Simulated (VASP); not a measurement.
Tm3BF:

```
Tm B F
1.0
    -4.94554   -0.04932   -0.02815
    -0.02883    0.09909   -4.93124
    -0.09864   -9.88241    0.19349
Tm B F
6 2 2
Cartesian
  -2.5534 -9.9296 0.1566
  -2.4804 -5.0128 0.0611
  -2.5101 -7.4110 -2.3088
  -2.5939 -2.4630 -2.3597
  -4.9914 -7.4598 0.1481
  -5.0256 -2.4886 0.0653
  -2.4982 -7.4017 0.0908
  -2.4689 -2.4504 -0.0250
  -0.0954 -4.8915 0.1084
  -0.0325 -0.0511 -0.0413
```

- Program: VASP 6.6.1
- Task: relaxation of cell and atoms
- Functional: PBE
- Potentials or basis: VASP PAW PBE potentials, release 64 (Tm_3, B, F), 4f in core
- Cutoff: 600 eV
- k mesh: 4 × 4 × 2
- Occupations: gaussian, width 0.2 eV
- Spin: no spin polarisation

At the start: pressure 1.3 GPa; volume 24.09 Å³/atom.

Task: Where does the relaxation end?

Result: Over 15 steps the energy falls by 25.0 meV/atom and the volume is 24.55 Å³/atom (+1.9 %); space group P1 (No. 1, to 0.1 Å) before, P4/mmm (No. 123, to 0.1 Å).

The path:
```csv
step,energy change (eV),largest force (eV/Å),pressure (GPa),volume (Å³)
1,0.0000,0.9393,1.28,240.88
2,-0.1913,0.3681,-0.43,247.58
3,-0.2015,0.2406,-0.88,249.70
4,-0.2276,0.1539,0.12,245.47
5,-0.2280,0.1513,0.24,244.94
6,-0.2374,0.1127,0.11,245.26
7,-0.2395,0.0854,0.01,245.50
8,-0.2431,0.0610,-0.02,245.65
9,-0.2451,0.0871,-0.05,245.87
10,-0.2473,0.0498,0.03,245.51
11,-0.2482,0.0660,0.16,244.90
12,-0.2483,0.0605,0.12,245.07
13,-0.2490,0.0329,-0.15,246.13
14,-0.2491,0.0396,-0.08,245.85
15,-0.2497,0.0205,-0.01,245.54
```

Final structure:
```
Tm B F
1.0
    -4.92927    0.00100   -0.00102
    -0.00061    0.00062   -5.05257
     0.00273   -9.85869    0.00386
Tm B F
6 2 2
Direct
  0.49709 0.00100 0.99992
  0.49712 0.99992 0.50004
  0.50016 0.50030 0.74976
  0.50142 0.49987 0.24988
  0.99901 0.00056 0.74981
  0.99981 0.99961 0.24989
  0.49989 0.99994 0.74993
  0.50051 0.99915 0.24998
  0.00274 0.99952 0.50082
  0.00226 0.00013 0.99997
```

Caveat: the run has no spin polarisation, though such a crystal can be magnetic.
